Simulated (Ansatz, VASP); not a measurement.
One calculation of Tl, two programs

INCAR

```
ALGO = Normal
EDIFF = 1E-6
EDIFFG = -0.01
ENCUT = 600
GGA = RP
IBRION = 2
ISIF = 3
ISMEAR = -1
LASPH = True
LCHARG = False
LREAL = False
LWAVE = False
NELM = 60
NSW = 80
PREC = Accurate
SIGMA = 0.1
```

Contents of KPOINTS:

```
k-points
0
Gamma
  11 11 11
```

POSCAR

```
Tl
1.0
    0.0000000000      2.4112096569      2.4112096569
    2.4112096569      0.0000000000      2.4112096569
    2.4112096569      2.4112096569      0.0000000000
Tl
1
Direct
    0.0000000000      0.0000000000      0.0000000000
```

Input for Ansatz:

```yaml
crystal:
  lattice:
    - [0.0, 2.4112096569, 2.4112096569]
    - [2.4112096569, 0.0, 2.4112096569]
    - [2.4112096569, 2.4112096569, 0.0]
  atoms:
    - { symbol: Tl, position: [0.0, 0.0, 0.0] }
hamiltonian:
  xc: rpbe
  pseudopotentials:
    kind: paw
    azcp:
      Tl: "pseudopotentials/Tl.paw.azcp"
basis:
  ecutwfc: 420
  fft_grid_basis: typed
kpoints:
  mp_grid: { grid: [11, 11, 11], shift: [0, 0, 0] }
magnetization:
  spin_polarized: false
scf:
  occupations: { method: fermi_dirac, width: 0.1 }
relax:
  max_steps: 60
  f_tol: 0.01
  cell: {}
output:
  write_density: true
  write_potential: true
  elf: true
  volumetric_format: npy
```

Alike in both runs: task relaxation of cell and atoms; functional RPBE; k mesh 11 × 11 × 11; occupations fermi-dirac, width 0.1 eV; no spin polarisation.

|  | VASP | Ansatz |
| --- | --- | --- |
| version | VASP 6.6.1 | Ansatz 0.2.0 |
| potentials or method | VASP PAW PBE potentials, release 64 (Tl_d), cutoff 600 eV | plane waves (420 eV) with PAW, scalar-relativistic |
| valence electrons in the cell | 13 | 13 |

Ansatz gave:

```
relaxed volume (Å³/atom)                                        : 33.51
relaxed length of the cell vector where the two differ most in proportion (Å) : 3.619
```

Estimate VASP's values.

relaxed volume (Å³/atom): 33.45; relaxed length of the cell vector where the two differ most in proportion (Å): 3.617.

VASP's potentials were made for PBE, not for RPBE.

Spin-orbit coupling is off throughout. Noted on VASP's run: the volume moved by over 15 % at a fixed basis, so the end points are rough.
